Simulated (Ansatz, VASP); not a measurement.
**CuAu3 in VASP and in Ansatz**

The input INCAR:

```
SYSTEM = CuAu3
PREC = Accurate
ENCUT = 610
EDIFF = 1E-8
ISMEAR = -1
SIGMA = 0.05
LREAL = .False.
LASPH = .True.
NELM = 120
ALGO = Normal
ISIF = 2
LWAVE = .False.
LCHARG = .False.
LEFG = .True.
NBANDS = 46
GGA_COMPAT = .False.
```

The input KPOINTS:

```
Automatic mesh
0
Gamma
  9 9 9
  0 0 0
```

The input POSCAR:

```
CuAu3
1.0
    3.9262096223      0.0000000000      0.0000000000
    0.0000000000      3.9262096223      0.0000000000
    0.0000000000      0.0000000000      3.9262096223
Cu Au
1 3
Direct
    0.0000000000      0.0000000000      0.0000000000
    0.0000000000      0.5000000000      0.5000000000
    0.5000000000      0.0000000000      0.5000000000
    0.5000000000      0.5000000000      0.0000000000
```

Input for Ansatz:

```yaml
crystal:
  lattice:
    - [3.9262096223, 0.0, 0.0]
    - [0.0, 3.9262096223, 0.0]
    - [0.0, 0.0, 3.9262096223]
  atoms:
    - { symbol: Cu, position: [0.0, 0.0, 0.0] }
    - { symbol: Au, position: [0.0, 0.5, 0.5] }
    - { symbol: Au, position: [0.5, 0.0, 0.5] }
    - { symbol: Au, position: [0.5, 0.5, 0.0] }
kpoints:
  mp_grid: { grid: [9, 9, 9] }
scf:
  occupations: { method: fermi_dirac, width: 0.05 }
hamiltonian:
  xc: lda
  pseudopotentials: { kind: paw }
output:
  forces: true
  stress: true
  eigenvalues: true
  efg: { contact_densities: true }
  write_density: true
  write_potential: true
  elf: true
  volumetric_format: npy
```

Change from the starting cell: volume scaled by 0.96, PAW files.

Alike in both runs: task electric field gradients; functional LDA; k mesh 9 × 9 × 9; occupations fermi-dirac, width 0.05 eV; no spin polarisation.

|  | VASP | Ansatz |
| --- | --- | --- |
| version | VASP 6.6.1 | Ansatz 0.2.0 |
| potentials or method | VASP PAW LDA potentials, release 64 (Cu_sv_GW, Au_sv_GW) | PAW with Ansatz's default frozen-core files, scalar-relativistic |
| plane-wave cutoff (eV) | 610 | 420 |
| valence electrons in the cell | 76 | 76 |

Ansatz gave:

| Property | Result |
| --- | --- |
| size of Vzz on the site where it differs most (V/Å²) | 51.2 |

Question: What did VASP give for the same quantities?

Answer: Size of Vzz on the site where it differs most (V/Å²): 63.1.

LDA's correlation is that of Perdew and Zunger in VASP and of Perdew and Wang (1992) in Ansatz.

Spin-orbit coupling is off throughout.
